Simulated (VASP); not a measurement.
Write the native input for VASP 6.6.1 that does the following.

- Task: single point
- Functional: r2SCAN
- Potentials or basis: VASP PAW PBE potentials, release 64 (Sr_sv, O)
- Cutoff: 520 eV
- k mesh: 6 × 6 × 4
- Occupations: gaussian, width 0.01 eV
- Spin: no spin polarisation
- Dipole correction: no
- Further INCAR settings: ALGO = Normal; EDIFF = 1e-06; NBANDS = 24

The system is SrO.

```
CELL_PARAMETERS angstrom
4.35378 0.00000 0.00000
-2.17689 3.77048 0.00000
0.00000 0.00000 5.24534
ATOMIC_POSITIONS crystal
Sr 0.33333 0.66667 0.93750
Sr 0.66667 0.33333 0.43750
O 0.33333 0.66667 0.43750
O 0.66667 0.33333 0.93750
```

This cell differs from its parent crystal: volume changed by +6%.

The input as run:

POSCAR

```
SrO
1.0
    4.3537782987      0.0000000000      0.0000000000
   -2.1768891493      3.7704826091      0.0000000000
    0.0000000000      0.0000000000      5.2453439519
Sr O
2 2
Direct
    0.3333333333      0.6666666667     -0.0625000000
    0.6666666667      0.3333333333      0.4375000000
    0.3333333333      0.6666666667      0.4375000000
    0.6666666667      0.3333333333      0.9375000000
```

INCAR.step1

```
SYSTEM = SrO
PREC = Accurate
ENCUT = 520
ISMEAR = 0
SIGMA = 0.01
LREAL = .False.
LASPH = .True.
NELM = 80
NBANDS = 24
GGA = PE
ALGO = Normal
EDIFF = 1E-4
LWAVE = .True.
LCHARG = .False.
```

INCAR.step2

```
SYSTEM = SrO
PREC = Accurate
ENCUT = 520
EDIFF = 1E-6
ISMEAR = 0
SIGMA = 0.01
LREAL = .False.
LASPH = .True.
NELM = 80
ALGO = Normal
ISIF = 2
LWAVE = .False.
LCHARG = .False.
METAGGA = R2SCAN
LMIXTAU = .True.
NBANDS = 24
ISTART = 1
```

KPOINTS

```
regular mesh
0
Gamma
  6 6 4
  0 0 0
```

Potentials or basis: VASP PAW PBE potentials, release 64 (Sr_sv, O).

The run is started by

```bash
$ cat potpaw_PBE.64/Sr_sv/POTCAR potpaw_PBE.64/O/POTCAR > POTCAR
$ cp INCAR.step1 INCAR
$ mpirun -np 1 vasp_std > vasp.out
$ cp INCAR.step2 INCAR
$ mpirun -np 1 vasp_std > vasp.out
```

It gave:

```yaml
Pressure: -3.5 GPa
Band_gap_on_the_k_mesh: 2.84 eV, direct
```

Caveat: the PAW data sets were made with another functional, which shifts forces and pressure a little.

Wall time 2.3 min on 1 thread of Intel(R) Xeon(R) Platinum 8259CL CPU @ 2.50GHz (Skylake/Cascade Lake), with other jobs on the host, peak memory 0.22 GiB.
